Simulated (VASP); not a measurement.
# Mo7S9 (P1) in VASP: single point with PBE+D3(BJ)

Aim: the single point of Mo7S9 with PBE+D3(BJ).

Program: VASP 6.6.1. These are calculated values, not measurements. Logs are shortened: lines on timing, memory, paths and dates and some standing lists are left out, and cuts for length are marked.

**1. The cell of the first run**

The typed cell holds 16 atoms: a = 7.989 Å, b = 7.595 Å, c = 6.754 Å, α = 59.23°, β = 66.80°, γ = 60.13°.

**2. Single point, PBE+D3(BJ) (atoms taken out, then relaxed in part)**

INCAR

```
SYSTEM = Mo7S9
ALGO = Normal
EDIFF = 1E-6
ENCUT = 520
GGA = PE
ISIF = 2
ISMEAR = 0
ISYM = 0
IVDW = 12
LASPH = .TRUE.
LCHARG = .FALSE.
LREAL = Auto
LWAVE = .FALSE.
NBANDS = 90
NELM = 80
PREC = Accurate
SIGMA = 0.1
```

KPOINTS

```
k-points
0
G
  3 4 4
  0 0 0
```

POSCAR

```
Mo7S9
1.0
    2.1869264725      4.5699590030     -6.1772269475
    3.0636415771     -3.1952480001     -6.1710272050
   -3.7092128742     -1.0652123191     -5.5422882000
Mo S
7 9
Direct
    0.4566595988      0.8151350889      0.7104368025
    0.7769023042      0.4220846954      0.9052309475
    0.1738020820      0.2537103889      0.6053890776
    0.8597031020      0.6707105602      0.4373138327
    0.2477507851      0.5892789845      0.1652732817
    0.5724080895      0.1473439045      0.2657091984
    0.9515260266      0.0277462805      0.9661469147
    0.9520855177      0.6885014387      0.0401227940
    0.4773742728      0.4547235152      0.8524666506
    0.5459086245      0.8152397181      0.3372704927
    0.8747297266      0.2899613021      0.5854386834
    0.2477910325      0.2381076419      0.2509418020
    0.1537168164      0.5986973355      0.5437664760
    0.5817953812      0.4606253523      0.2562598292
    0.2538507118      0.9761627631      1.0019118759
    0.7051164707      0.9344414401      0.6158019055
```

Potentials or basis: VASP PAW PBE potentials, release 64 (Mo_sv, S).

On the command line:

```
$ cat potpaw_PBE.64/Mo_sv/POTCAR potpaw_PBE.64/S/POTCAR > POTCAR
$ mpirun -np 1 vasp_std > vasp.out
```

OUTCAR:

```text
SYSTEM = Mo7S9
   EDIFF = 1E-6
   ENCUT = 520
   GGA = PE
   ISIF = 2
   ISMEAR = 0
   ISYM = 0
   IVDW = 12
   LASPH = .TRUE.
   LREAL = Auto
   NELM = 80
   PREC = Accurate
 IVDW          = 12

 ion  position               nearest neighbor table
   1  0.457  0.815  0.710-  16 2.32   9 2.33  10 2.33  15 2.44   3 2.84   2 2.87   5 2.93   6 2.94
                             4 2.97
   2  0.777  0.422  0.905-  14 2.34   9 2.43   7 2.47  11 2.53   4 2.74   6 2.83   1 2.87   3 3.06

   3  0.174  0.254  0.605-  12 2.28  11 2.32  13 2.36  15 2.50   7 2.72   5 2.84   1 2.84   4 2.87
                             2 3.06   6 3.10
   4  0.860  0.671  0.437-  10 2.40  16 2.41   8 2.43  13 2.45  11 2.48   2 2.74   5 2.85   3 2.87
                             1 2.97   6 3.04   7 3.05
   5  0.248  0.589  0.165-  13 2.39  12 2.42   8 2.45   9 2.48  14 2.56  15 2.58   3 2.84   4 2.85
                             7 2.93   1 2.93   6 2.97
   6  0.572  0.147  0.266-  12 2.36  16 2.38  14 2.39  10 2.42   9 2.66   2 2.83   7 2.90   1 2.94
                             5 2.97   4 3.04   3 3.10
   7  0.952  0.028  0.966-  15 2.34   8 2.36  11 2.40   2 2.47   3 2.72   6 2.90   5 2.93   4 3.05

   8  0.952  0.689  0.040-   7 2.36   4 2.43   5 2.45
   9  0.477  0.455  0.852-   1 2.33   2 2.43   5 2.48   6 2.66
  10  0.546  0.815  0.337-   1 2.33   4 2.40   6 2.42
  11  0.875  0.290  0.585-   3 2.32   7 2.40   4 2.48   2 2.53
  12  0.248  0.238  0.251-   3 2.28   6 2.36   5 2.42
  13  0.154  0.599  0.544-   3 2.36   5 2.39   4 2.45
  14  0.582  0.461  0.256-   2 2.34   6 2.39   5 2.56
  15  0.254  0.976  0.002-   7 2.34   1 2.44   3 2.50   5 2.58
  16  0.705  0.934  0.616-   1 2.32   6 2.38   4 2.41

IMPORTANT INFORMATION: All symmetrisations will be switched off!
NOSYMM: (Re-)initialisation of all symmetry stuff for point group C_1.

----------------------------------------------------------------------------------------

                                     Primitive cell

  volume of cell :     299.9239

  direct lattice vectors                    reciprocal lattice vectors
     2.186926473  4.569959003 -6.177226948     0.037127854  0.132931176 -0.050397062
     3.063641577 -3.195248000 -6.171027205     0.106387277 -0.116807048 -0.048750397
    -3.709212874 -1.065212319 -5.542288200    -0.159837585 -0.018102013 -0.069979379

  length of vectors
     7.989074129  7.594543190  6.753509897     0.146932090  0.165344309  0.175421920

  position of ions in fractional coordinates (direct lattice)
     0.456659599  0.815135089  0.710436802
     0.776902304  0.422084695  0.905230948
     0.173802082  0.253710389  0.605389078
     0.859703102  0.670710560  0.437313833
     0.247750785  0.589278984  0.165273282
     0.572408090  0.147343904  0.265709198
[... 8 lines left out ...]
     0.253850712  0.976162763  0.001911876
     0.705116471  0.934441440  0.615801905

  ion indices of the primitive-cell ions
[... 101 lines left out ...]
   NUPDOWN=      -1.0000    fix difference up-down
   EMIN   =  10.00;   EMAX   =-10.00  energy-range for DOS
   EFERMI =   0.00;   METHOD = LEGACY
   ISMEAR =     0;   SIGMA  =   0.10  broadening in eV -4-tet -1-fermi 0-gaus
   EFERMI_NEDOS =   21; number of points for ismear=-14 and -15
   IALGO  =     38    algorithm
   IMIX   =      4    mixing-type and parameters
     AMIX     =   0.40;   BMIX     =  1.00
     AMIX_MAG =   1.60;   BMIX_MAG =  1.00
  volume/ion in A,a.u.               =      18.75       126.50
  Fermi-wavevector in a.u.,A,eV,Ry     =   1.305226  2.466519 23.179082  1.703615
  Thomas-Fermi vector in A             =   2.436109
   LORBIT       =      0    0 simple, 1 ext, 2 COOP (PROOUT), +10 PAW based schemes
   GGA     = PE    functional components
   LHFCALC =     F    Hartree Fock is set to
   AEXX    =    0.0000 exact exchange contribution
   IVDW    =    12    specifies the selected vdW correction
   LEPSILON=     F    determine dielectric tensor
   LRPA    =     F    only Hartree local field effects (RPA)
 non-spin polarized calculation
 Gauss-broadening in eV      SIGMA  =   0.10
  energy-cutoff  :      520.00
  volume of cell :      299.92
 maximum number of plane-waves:      8093
   NGX = 29   NGY = 29   NGZ = 25

 number of electron     152.0000002 magnetization

 Free energy of the ion-electron system (eV)
  ---------------------------------------------------
  ext. energy  EPLUGINS =         0.00000000
  ---------------------------------------------------
  free energy    TOTEN  =      -119.72525124 eV

  energy without entropy =     -119.71418996  energy(sigma->0) =     -119.71972060

 E-fermi :   7.5191     XC(G=0): -10.7031

 val. band max:        7.4776940454   @ k =  -0.3333   0.2500   0.2500
 cond. band min:       7.5455621895   @ k =   0.0000   0.5000   0.0000
 fundamental gap:      0.0678681441
 Fermi energy:         7.5191039114

 k-point     1 :       0.0000    0.0000    0.0000
  band No.  band energies     occupation
      1     -53.7414      2.00000
      2     -53.6902      2.00000
      3     -53.6587      2.00000
      4     -53.5527      2.00000
      5     -53.5346      2.00000
      6     -53.5158      2.00000
[... 2173 lines left out ...]
     87       9.5454      0.00000
     88       9.7319      0.00000

 [... further k-points ...]

 [bands above 88 left out]

------------------------ aborting loop because EDIFF is reached ----------------------------------------

 Edisp (eV)   -6.83136

 E8    (eV) :    -2.8298

  FORCE on cell =-STRESS in cart. coord.  units (eV):
  Direction    XX          YY          ZZ          XY          YZ          ZX
  --------------------------------------------------------------------------------------
  -------------------------------------------------------------------------------------
  Total       0.07588     0.12524    -0.08299    -0.08552     0.09227    -0.03690
  in kB       0.40534     0.66904    -0.44331    -0.45682     0.49288    -0.19710
  external pressure =        0.21 kB  Pullay stress =        0.00 kB

 VOLUME and BASIS-vectors are now :
 -----------------------------------------------------------------------------
  energy-cutoff  :      520.00
  volume of cell :      299.92
      direct lattice vectors                 reciprocal lattice vectors
     2.186926473  4.569959003 -6.177226948     0.037127854  0.132931176 -0.050397062
     3.063641577 -3.195248000 -6.171027205     0.106387277 -0.116807048 -0.048750397
    -3.709212874 -1.065212319 -5.542288200    -0.159837585 -0.018102013 -0.069979379

 POSITION                                       TOTAL-FORCE (eV/Angst)
 -----------------------------------------------------------------------------------
      0.86080     -1.27441    -11.78856         0.000830      0.007231     -0.024779
     -0.36555      1.23748    -12.42085         0.010726     -0.047390     -0.011263
     -1.08815     -0.66127     -5.99451         0.011576      0.005472      0.013918
      2.31283      1.31989    -11.87327         0.022559     -0.007839      0.006211
      1.73412     -0.92673     -6.08286        -0.018775      0.014659     -0.004790
      0.71765      1.86204     -5.91779         0.002088      0.014544     -0.002114
[... 8 lines left out ...]
      3.53867     -1.96103     -7.60262         0.008697     -0.008667     -0.007077
      2.12069     -0.41938    -13.53508         0.009406     -0.013358      0.015838
 -----------------------------------------------------------------------------------
    total drift:                                0.001212      0.001446      0.003338

  FREE ENERGIE OF THE ION-ELECTRON SYSTEM (eV)
  ---------------------------------------------------
  free  energy   TOTEN  =      -126.5566126596 eV

  energy  without entropy=     -126.5455513719  energy(sigma->0) =     -126.55108202
```

It took 24 min on 1 thread of Intel Xeon Platinum 8488C (Sapphire Rapids), shared host; peak memory 0.66 GiB.

What came out:

* Free energy: -126.5566 eV
* Pressure: 0.0 GPa
* Largest force: 0.058 eV/Å
* Band gap on the k mesh: 0.07 eV (least direct gap 0.09 eV)
* Dispersion energy per atom: -0.427 eV

Forces on the atoms (eV/Å):
```
Mo   0.001  0.007 -0.025
Mo   0.011 -0.047 -0.011
Mo   0.012  0.005  0.014
Mo   0.023 -0.008  0.006
Mo  -0.019  0.015 -0.005
Mo   0.002  0.015 -0.002
Mo  -0.019  0.044  0.032
S    0.000  0.006 -0.003
S   -0.004  0.001 -0.004
S   -0.013 -0.013 -0.017
S   -0.011  0.014  0.003
S    0.013 -0.015 -0.015
S   -0.016  0.015  0.012
S    0.003 -0.017  0.007
S    0.009 -0.009 -0.007
S    0.009 -0.013  0.016
```

Stress tensor (GPa, compression positive):
```
 0.04 -0.05 -0.02
-0.05  0.07  0.05
-0.02  0.05 -0.04
```

Levels at points of the mesh, in eV from the valence-band top:
| k point | band 73 | band 74 | band 75 | band 76 | band 77 | band 78 | band 79 | band 80 |
| --- | --- | --- | --- | --- | --- | --- | --- | --- |
| (0.00, 0.00, 0.00) | -0.52 | -0.46 | -0.44 | -0.22 | 0.20 | 0.48 | 0.63 | 0.90 |
| (0.00, 0.50, 0.00) | -0.79 | -0.47 | -0.36 | -0.02 | 0.07 | 0.41 | 0.55 | 0.59 |
| (0.00, 0.00, 0.50) | -0.79 | -0.58 | -0.36 | -0.14 | 0.27 | 0.30 | 0.85 | 0.92 |
| (0.00, 0.50, 0.50) | -0.71 | -0.57 | -0.44 | -0.02 | 0.31 | 0.41 | 0.83 | 1.10 |

Caveat: the cell differs from its parent crystal (atoms taken out, then relaxed in part). A k mesh can miss the band edges.
